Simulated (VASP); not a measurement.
# Ga (Fm-3m) in VASP: notebook

Ga is run at these levels: RPBE; tasks: single point.

All numbers are computed with VASP 6.6.1; they aren't measurements. Logs are shortened: lines on timing, memory, paths and dates and some standing lists are left out, and cuts for length are marked.

**1. The cell of the first run**

The structure is cubic, space group Fm-3m (No. 225). Conventional cell: a = 4.286 Å, b = 4.286 Å, c = 4.286 Å, α = 90.00°, β = 90.00°, γ = 90.00°. Within 4.0 Å of Ga (site symmetry m-3m) lie 12 Ga at 3.03 Å.

**2. Single point, RPBE**

Contents of INCAR:

```
SYSTEM = Ga
PREC = Accurate
ENCUT = 520
EDIFF = 1E-7
ISMEAR = -1
SIGMA = 0.1
LREAL = .FALSE.
LASPH = .TRUE.
NELM = 80
ALGO = Normal
ISIF = 2
LWAVE = .FALSE.
LCHARG = .FALSE.
GGA = RP
NBANDS = 12
```

Contents of KPOINTS:

```
Automatic mesh
0
G
  13 13 13
  0 0 0
```

Contents of POSCAR:

```
Ga
1.0
    0.0000000000      2.1430453143      2.1430453143
    2.1430453143      0.0000000000      2.1430453143
    2.1430453143      2.1430453143      0.0000000000
Ga
1
Direct
    0.0000000000      0.0000000000      0.0000000000
```

Potentials or basis: VASP PAW PBE potentials, release 64 (Ga_d).

On the command line:

```sh
$ cat potpaw_PBE.64/Ga_d/POTCAR > POTCAR
$ mpirun -np 1 vasp_std > vasp.out
```

OUTCAR:

```text
SYSTEM = Ga
   PREC = Accurate
   ENCUT = 520
   EDIFF = 1E-7
   ISMEAR = -1
   LREAL = .FALSE.
   LASPH = .TRUE.
   NELM = 80
   ISIF = 2
   GGA = RP

 ion  position               nearest neighbor table
   1  0.000  0.000  0.000-

  LATTYP: Found a face centered cubic cell.
 ALAT       =     4.2860906286

  Lattice vectors:

 A1 = (   0.0000000000,   2.1430453143,   2.1430453143)
 A2 = (   2.1430453143,   0.0000000000,   2.1430453143)
 A3 = (   2.1430453143,   2.1430453143,   0.0000000000)

Analysis of symmetry for initial positions (statically):
=====================================================================
 Subroutine PRICEL returns:
 Original cell was already a primitive cell.

 Routine SETGRP: Setting up the symmetry group for a
 face centered cubic supercell.

 Subroutine GETGRP returns: Found 48 space group operations
 (whereof 48 operations were pure point group operations)
 out of a pool of 48 trial point group operations.

The static configuration has the point symmetry O_h .

Analysis of symmetry for dynamics (positions and initial velocities):
=====================================================================
 Subroutine PRICEL returns:
 Original cell was already a primitive cell.

 Routine SETGRP: Setting up the symmetry group for a
 face centered cubic supercell.

 Subroutine GETGRP returns: Found 48 space group operations
 (whereof 48 operations were pure point group operations)
 out of a pool of 48 trial point group operations.

The dynamic configuration has the point symmetry O_h .

 Subroutine INISYM returns: Found 48 space group operations
 (whereof 48 operations are pure point group operations),
 and found     1 'primitive' translations

----------------------------------------------------------------------------------------

                                     Primitive cell

  volume of cell :      19.6845

  direct lattice vectors                    reciprocal lattice vectors
     0.000000000  2.143045314  2.143045314    -0.233312845  0.233312845  0.233312845
     2.143045314  0.000000000  2.143045314     0.233312845 -0.233312845  0.233312845
     2.143045314  2.143045314  0.000000000     0.233312845  0.233312845 -0.233312845

  length of vectors
     3.030723748  3.030723748  3.030723748     0.404109702  0.404109702  0.404109702

  position of ions in fractional coordinates (direct lattice)
     0.000000000  0.000000000  0.000000000

  ion indices of the primitive-cell ions
   primitive index   ion index
                 1           1

----------------------------------------------------------------------------------------

 KPOINTS: Automatic mesh

Automatic generation of k-mesh.
 Grid dimensions read from file:
 generate k-points for:   13   13   13

 Generating k-lattice:

  Cartesian coordinates                     Fractional coordinates (reciprocal lattice)
    -0.017947142  0.017947142  0.017947142     0.076923077  0.000000000  0.000000000
     0.017947142 -0.017947142  0.017947142     0.000000000  0.076923077  0.000000000
     0.017947142  0.017947142 -0.017947142     0.000000000  0.000000000  0.076923077

  Length of vectors
     0.031085362  0.031085362  0.031085362

  Shift w.r.t. Gamma in fractional coordinates (k-lattice)
     0.000000000  0.000000000  0.000000000

 Subroutine IBZKPT returns following result:
 ===========================================

 Found     84 irreducible k-points:

 Following reciprocal coordinates:
            Coordinates               Weight
  0.000000  0.000000  0.000000      1.000000
  0.076923  0.000000  0.000000      8.000000
  0.153846  0.000000  0.000000      8.000000
  0.230769  0.000000  0.000000      8.000000
  0.307692  0.000000  0.000000      8.000000
  0.384615  0.000000  0.000000      8.000000
[... 16 lines left out ...]
  0.384615  0.153846  0.000000     24.000000
  0.461538  0.153846  0.000000     24.000000
 [... further k-points ...]
   k-points           NKPTS =     84   k-points in BZ     NKDIM =     84   number of bands    NBANDS=     12
   number of dos      NEDOS =    301   number of ions     NIONS =      1
   total plane-waves  NPLWV =  13824
   dimension x,y,z NGX =    24 NGY =   24 NGZ =   24
   dimension x,y,z NGXF=    48 NGYF=   48 NGZF=   48
   ions per type =               1
   NGX,Y,Z   is equivalent  to a cutoff of  13.16, 13.16, 13.16 a.u.
   NGXF,Y,Z  is equivalent  to a cutoff of  26.33, 26.33, 26.33 a.u.
 SYSTEM =  Ga
   PREC   = accura    normal or accurate (medium, high low for compatibility)
   ISTART =      0    job   : 0-new  1-cont  2-samecut
   ICHARG =      2    charge: 1-file 2-atom 10-const
   ISPIN  =      1    spin polarized calculation?
   LNONCOLLINEAR =      F non collinear calculations
   LSORBIT =      F    spin-orbit coupling
   LASPH  =      T    aspherical Exc in radial PAW
   ENCUT  =  520.0 eV  38.22 Ry    6.18 a.u.   5.64  5.64  5.64*2*pi/ulx,y,z
   NELM   =     80;   NELMIN=  2; NELMDL= -5     # of ELM steps
   EDIFF  = 0.1E-06   stopping-criterion for ELM
   LREAL  =      F    real-space projection
   EDIFFG = 0.1E-05   stopping-criterion for IOM
   NSW    =      0    number of steps for IOM
   IBRION =     -1    ionic relax: 0-MD 1-quasi-New 2-CG
   NFREE  =      0    steps in history (QN), initial steepest desc. (CG)
   ISIF   =      2    stress and relaxation
   ISYM   =      2    0-nonsym 1-usesym 2-fastsym
   POTIM  = 0.5000    time-step for ionic-motion
   TEBEG  =    0.0;   TEEND  =   0.0 temperature during run
   PSTRESS=    0.0 pullay stress
   NELECT =      13.0000    total number of electrons
   NUPDOWN=      -1.0000    fix difference up-down
   EMIN   =  10.00;   EMAX   =-10.00  energy-range for DOS
   EFERMI =   0.00;   METHOD = LEGACY
   ISMEAR =    -1;   SIGMA  =   0.10  broadening in eV -4-tet -1-fermi 0-gaus
   EFERMI_NEDOS =   21; number of points for ismear=-14 and -15
   IALGO  =     38    algorithm
   IMIX   =      4    mixing-type and parameters
     AMIX     =   0.40;   BMIX     =  1.00
     AMIX_MAG =   1.60;   BMIX_MAG =  1.00
  volume/ion in A,a.u.               =      19.68       132.84
  Fermi-wavevector in a.u.,A,eV,Ry     =   1.425656  2.694098 27.653755  2.032494
  Thomas-Fermi vector in A             =   2.546016
   LORBIT       =      0    0 simple, 1 ext, 2 COOP (PROOUT), +10 PAW based schemes
   GGA     = RP    functional components
   LHFCALC =     F    Hartree Fock is set to
   AEXX    =    0.0000 exact exchange contribution
   IVDW    =     0    specifies the selected vdW correction
   LEPSILON=     F    determine dielectric tensor
   LRPA    =     F    only Hartree local field effects (RPA)
 non-spin polarized calculation
  energy-cutoff  :      520.00
  volume of cell :       19.68
 maximum number of plane-waves:       540
   NGX = 11   NGY = 11   NGZ = 11

 number of electron      13.0000003 magnetization

 Free energy of the ion-electron system (eV)
  ---------------------------------------------------
  ext. energy  EPLUGINS =         0.00000000
  ---------------------------------------------------
  free energy    TOTEN  =        -2.54228443 eV

  energy without entropy =       -2.52990931  energy(sigma->0) =       -2.53609687

 E-fermi :   5.3581     XC(G=0): -10.6807

 val. band max:        5.1975035146   @ k =   0.3846   0.0769   0.0000
 cond. band min:       5.3732284138   @ k =   0.4615   0.2308   0.0000
 fundamental gap:      0.1757248992
 Fermi energy:         5.3580701261

 k-point     1 :       0.0000    0.0000    0.0000
  band No.  band energies     occupation
      1      -9.5931      2.00000
      2      -9.5931      2.00000
      3      -9.5931      2.00000
      4      -9.4862      2.00000
      5      -9.4862      2.00000
      6      -5.4139      2.00000
      7      17.1230      0.00000
      8      17.1230      0.00000
      9      17.1230      0.00000
     10      20.8502      0.00000
     11      20.9696      0.00000
     12      20.9696      0.00000

 k-point     2 :       0.0769    0.0000    0.0000
  band No.  band energies     occupation
      1      -9.5948      2.00000
      2      -9.5869      2.00000
      3      -9.5869      2.00000
      4      -9.4871      2.00000
      5      -9.4871      2.00000
      6      -5.2665      2.00000
      7      15.4136      0.00000
      8      16.8280      0.00000
      9      16.8281      0.00000
     10      19.7614      0.00000
     11      21.4652      0.00000
     12      21.4653      0.00000

 k-point     3 :       0.1538    0.0000    0.0000
  band No.  band energies     occupation
      1      -9.6010      2.00000
      2      -9.5734      2.00000
      3      -9.5734      2.00000
      4      -9.4854      2.00000
      5      -9.4854      2.00000
      6      -4.8219      2.00000
      7      12.4604      0.00000
      8      16.2419      0.00000
      9      16.2419      0.00000
     10      19.3531      0.00000
     11      22.3878      0.00000
     12      22.3878      0.00000

 k-point     4 :       0.2308    0.0000    0.0000
  band No.  band energies     occupation
      1      -9.6129      2.00000
      2      -9.5670      2.00000
      3      -9.5670      2.00000
      4      -9.4703      2.00000
      5      -9.4703      2.00000
      6      -4.0759      2.00000
      7       9.5103      0.00000
      8      15.6842      0.00000
      9      15.6843      0.00000
     10      19.1095      0.00000
     11      21.8815      0.00000
     12      21.8815      0.00000

 k-point     5 :       0.3077    0.0000    0.0000
  band No.  band energies     occupation
      1      -9.6289      2.00000
      2      -9.5727      2.00000
      3      -9.5726      2.00000
      4      -9.4415      2.00000
      5      -9.4415      2.00000
      6      -3.0275      2.00000
      7       6.7620      0.00000
      8      15.2630      0.00000
      9      15.2630      0.00000
     10      19.0320      0.00000
     11      20.7835      0.00000
     12      20.7836      0.00000

 k-point     6 :       0.3846    0.0000    0.0000
  band No.  band energies     occupation
      1      -9.6441      2.00000
      2      -9.5819      2.00000
      3      -9.5819      2.00000
      4      -9.4128      2.00000
      5      -9.4128      2.00000
      6      -1.6858      2.00000
      7       4.2738      1.99996
      8      14.9967      0.00000
      9      14.9967      0.00000
     10      19.1471      0.00000
     11      19.9572      0.00000
     12      19.9572      0.00000

 k-point     7 :       0.4615    0.0000    0.0000
  band No.  band energies     occupation
      1      -9.6534      2.00000
      2      -9.5879      2.00000
      3      -9.5879      2.00000
      4      -9.3957      2.00000
      5      -9.3957      2.00000
      6      -0.1172      2.00000
      7       2.1290      2.00000
      8      14.8719      0.00000
      9      14.8719      0.00000
     10      19.4696      0.00000
     11      19.5234      0.00000
     12      19.5234      0.00000

 k-point     8 :       0.0769    0.0769    0.0000
  band No.  band energies     occupation
      1      -9.6013      2.00000
      2      -9.5812      2.00000
      3      -9.5812      2.00000
      4      -9.4945      2.00000
      5      -9.4813      2.00000
      6      -5.2174      2.00000
      7      16.0097      0.00000
      8      16.0097      0.00000
      9      16.4489      0.00000
     10      18.7591      0.00000
     11      22.4035      0.00000
     12      22.4035      0.00000
[... 166 lines left out ...]
 k-point    20 :       0.1538    0.1538    0.0000
  band No.  band energies     occupation
      1      -9.6241      2.00000
      2      -9.5477      2.00000
      3      -9.5477      2.00000
      4      -9.5204      2.00000
      5      -9.4676      2.00000
      6      -4.6250      2.00000
      7      14.2551      0.00000
      8      14.2551      0.00000
      9      14.9288      0.00000
     10      16.9900      0.00000
     11      19.6470      0.00000
     12      25.0808      0.00000

 k-point    21 :       0.2308    0.1538    0.0000
  band No.  band energies     occupation
      1      -9.6349      2.00000
      2      -9.5442      2.00000
      3      -9.5300      2.00000
      4      -9.5204      2.00000
      5      -9.4547      2.00000
      6      -4.0788      2.00000
      7      11.8215      0.00000
      8      13.5214      0.00000
      9      14.5554      0.00000
     10      17.0834      0.00000
     11      18.4559      0.00000
     12      25.2588      0.00000

 k-point    22 :       0.3077    0.1538    0.0000
  band No.  band energies     occupation
      1      -9.6396      2.00000
      2      -9.5609      2.00000
      3      -9.5264      2.00000
      4      -9.4996      2.00000
      5      -9.4305      2.00000
      6      -3.2314      2.00000
      7       9.0151      0.00000
      8      13.0468      0.00000
      9      13.7076      0.00000
     10      16.6145      0.00000
     11      19.5733      0.00000
     12      24.9666      0.00000

 k-point    23 :       0.3846    0.1538    0.0000
  band No.  band energies     occupation
      1      -9.6417      2.00000
      2      -9.5741      2.00000
      3      -9.5334      2.00000
      4      -9.4782      2.00000
      5      -9.4052      2.00000
      6      -2.0858      2.00000
      7       6.3875      0.00007
      8      12.7366      0.00000
      9      12.8523      0.00000
     10      16.1691      0.00000
     11      21.4520      0.00000
     12      23.7214      0.00000

 k-point    24 :       0.4615    0.1538    0.0000
  band No.  band energies     occupation
      1      -9.6411      2.00000
      2      -9.5833      2.00000
      3      -9.5427      2.00000
      4      -9.4572      2.00000
      5      -9.3914      2.00000
      6      -0.6611      2.00000
      7       4.0245      2.00000
      8      11.8424      0.00000
      9      12.9460      0.00000
     10      16.1117      0.00000
     11      22.6919      0.00000
     12      22.7062      0.00000

 [... further k-points ...]
[... 5 lines left out ...]
  --------------------------------------------------------------------------------------
  -------------------------------------------------------------------------------------
  Total        0.0154234      0.0154234      0.0154234     -0.0000000      0.0000000      0.0000000
  in kB        1.2553569      1.2553569      1.2553569     -0.0000000      0.0000000      0.0000000
  external PRESSURE =       1.2553569 kB  Pullay stress =       0.0000000 kB

 VOLUME and BASIS-vectors are now :
 -----------------------------------------------------------------------------
  energy-cutoff  :      520.00
  volume of cell :       19.68
      direct lattice vectors                 reciprocal lattice vectors
     0.000000000  2.143045314  2.143045314    -0.233312845  0.233312845  0.233312845
     2.143045314  0.000000000  2.143045314     0.233312845 -0.233312845  0.233312845
     2.143045314  2.143045314  0.000000000     0.233312845  0.233312845 -0.233312845

 POSITION                                       TOTAL-FORCE (eV/Angst)
 -----------------------------------------------------------------------------------
      0.00000      0.00000      0.00000         0.000000     -0.000000     -0.000000
 -----------------------------------------------------------------------------------
    total drift:                               -0.000000      0.000000     -0.000000

  FREE ENERGIE OF THE ION-ELECTRON SYSTEM (eV)
  ---------------------------------------------------
  free  energy   TOTEN  =        -2.5422844309 eV

  energy  without entropy=       -2.5299093106  energy(sigma->0) =       -2.53609687
```

It took 10 s on 1 thread of Intel Xeon 6975P-C, shared host; peak memory 0.15 GiB.

What came out:

```
Free energy : -2.5423 eV
Pressure    : 0.1 GPa
```

Caveat: the PAW data sets were made with another functional, which shifts forces and pressure a little.

**3. Single point, RPBE (volume scaled by 0.88)**

Contents of INCAR:

```
SYSTEM = Ga
ALGO = Normal ; EDIFF = 1E-7
ENCUT = 520 ; GGA = RP
ISIF = 2 ; ISMEAR = -1
LASPH = .TRUE. ; LCHARG = .FALSE.
LREAL = .FALSE. ; LWAVE = .FALSE.
NBANDS = 12 ; NELM = 100
PREC = Accurate ; SIGMA = 0.1
```

Contents of KPOINTS:

```
k-points
0
G
  14 14 14
  0 0 0
```

Contents of POSCAR:

```
Ga
1.0
    0.0000000000      2.0536459747      2.0536459747
    2.0536459747      0.0000000000      2.0536459747
    2.0536459747      2.0536459747      0.0000000000
Ga
1
Direct
    0.0000000000      0.0000000000      0.0000000000
```

Potentials or basis: VASP PAW PBE potentials, release 64 (Ga_d).

On the command line:

```sh
$ cat potpaw_PBE.64/Ga_d/POTCAR > POTCAR
$ mpirun -np 1 vasp_std > vasp.out
```

Wall time 13 s (1 thread of Intel Xeon 6975P-C, shared host); peak memory 0.15 GiB.

The run converged. Its results:

| Property | Result |
| --- | --- |
| Free energy | -2.4932 eV |
| Pressure | 7.6 GPa |

Levels at points of the mesh, in eV from the Fermi level:
| k point | band 3 | band 4 | band 5 | band 6 | band 7 | band 8 | band 9 | band 10 |
| --- | --- | --- | --- | --- | --- | --- | --- | --- |
| (0.00, 0.00, 0.00) | -15.11 | -14.97 | -14.97 | -11.81 | 13.16 | 13.16 | 13.16 | 16.16 |
| (0.50, 0.00, 0.00) | -15.11 | -14.84 | -14.84 | -5.09 | -4.51 | 10.57 | 10.57 | 14.90 |
| (0.50, 0.50, 0.00) | -14.85 | -14.81 | -14.81 | -2.96 | -2.23 | 5.13 | 5.13 | 8.51 |

Caveat: the PAW data sets were made with another functional, which shifts forces and pressure a little.

**4. Single point, RPBE (volume scaled by 0.92)**

Contents of INCAR:

```
PREC = Accurate ; ENCUT = 520
EDIFF = 1E-6 ; ISMEAR = -1
SIGMA = 0.1 ; LREAL = False
LASPH = True ; NELM = 80
ALGO = Normal ; ISIF = 2
LWAVE = False ; LCHARG = False
GGA = RP ; NBANDS = 12
```

Contents of KPOINTS:

```
Automatic mesh
0
Gamma
  14 14 14
```

Contents of POSCAR:

```
Ga
1.0
    0.0000000000      2.0843019267      2.0843019267
    2.0843019267      0.0000000000      2.0843019267
    2.0843019267      2.0843019267      0.0000000000
Ga
1
Direct
    0.0000000000      0.0000000000      0.0000000000
```

On the command line:

```sh
$ cat potpaw_PBE.64/Ga_d/POTCAR > POTCAR
$ mpirun -np 1 vasp_std > vasp.out
```

It took 13 s on 1 thread of Intel Xeon 6975P-C, shared host; peak memory 0.15 GiB.

It converged, with:

```
Free energy : -2.5226 eV
Pressure    : 4.4 GPa
```

Levels at points of the mesh, in eV from the Fermi level:
```tsv
k point	band 4	band 5	band 6	band 7	band 8	band 9
(0.00, 0.00, 0.00)	-14.92	-14.92	-11.44	12.66	12.66	12.66
(0.50, 0.00, 0.00)	-14.81	-14.81	-5.04	-4.27	10.19	10.19
(0.50, 0.50, 0.00)	-14.78	-14.78	-2.78	-2.30	5.00	5.00
```

Caveat: the PAW data sets were made with another functional, which shifts forces and pressure a little.

(Part 1 of 2 ends here.)
